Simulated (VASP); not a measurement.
The system is SiC.

```xyz
12
Lattice="3.0950 0.0000 0.0000 -1.5475 2.6803 0.0000 0.0000 0.0000 15.1700" Properties=species:S:1:pos:R:3 pbc="T T T"
Si    1.5475    0.8934    6.9524
Si    0.0000    1.7869   14.5374
Si    1.5475    0.8934   12.0101
Si    0.0000    1.7869    4.4251
Si    0.0000    0.0000    9.4812
Si    0.0000    0.0000    1.8962
C     1.5475    0.8934    5.0562
C     0.0000    1.7869   12.6412
C     1.5475    0.8934   10.1138
C     0.0000    1.7869    2.5288
C     0.0000    0.0000    7.5850
C     0.0000    0.0000    0.0000
```

| Item | Value |
| --- | --- |
| Program | VASP 6.6.1 |
| Task | relaxation of cell and atoms |
| Functional | PBEsol |
| Dispersion | D4 |
| Potentials or basis | VASP PAW PBE potentials, release 64 (Si, C) |
| Cutoff | 600 eV |
| k mesh | 10 × 10 × 2 |
| Occupations | fermi-dirac, width 0.05 eV |
| Spin | no spin polarisation |

At the start: pressure -5.3 GPa; volume 10.49 Å³/atom.

Question: Where does the relaxation end?

Answer: Over 7 steps the energy falls by 4.4 meV/atom and the volume is 10.23 Å³/atom (-2.4 %); space group P6_3mc (No. 186, to 0.1 Å) before and after.

The path:
```tsv
step	energy change (eV)	largest force (eV/Å)	pressure (GPa)	volume (Å³)
1	0.0000	0.1435	-5.30	125.85
2	0.0071	0.1235	6.15	119.63
3	-0.0529	0.0256	-0.02	122.78
4	-0.0529	0.0264	0.09	122.72
5	-0.0530	0.0139	0.11	122.71
6	-0.0530	0.0148	0.10	122.71
7	-0.0530	0.0087	-0.08	122.82
```

Final structure:
```xyz
12
Lattice="3.0688 0.0000 0.0000 -1.5344 2.6577 0.0000 0.0000 0.0000 15.0585" Properties=species:S:1:pos:R:3 pbc="T T T"
Si    1.5344    0.8859    6.9016
Si    0.0000    1.7718   14.4308
Si    1.5344    0.8859   11.9239
Si    0.0000    1.7718    4.3946
Si    1.5344    2.6577    9.4121
Si    3.0688    0.0000    1.8829
C     1.5344    0.8859    5.0193
C     0.0000    1.7718   12.5485
C     1.5344    0.8859   10.0415
C     0.0000    1.7718    2.5122
C     3.0688    0.0000    7.5243
C     0.0000    0.0000   15.0535
```

Caveat: the PAW data sets were made with another functional, which shifts forces and pressure a little.
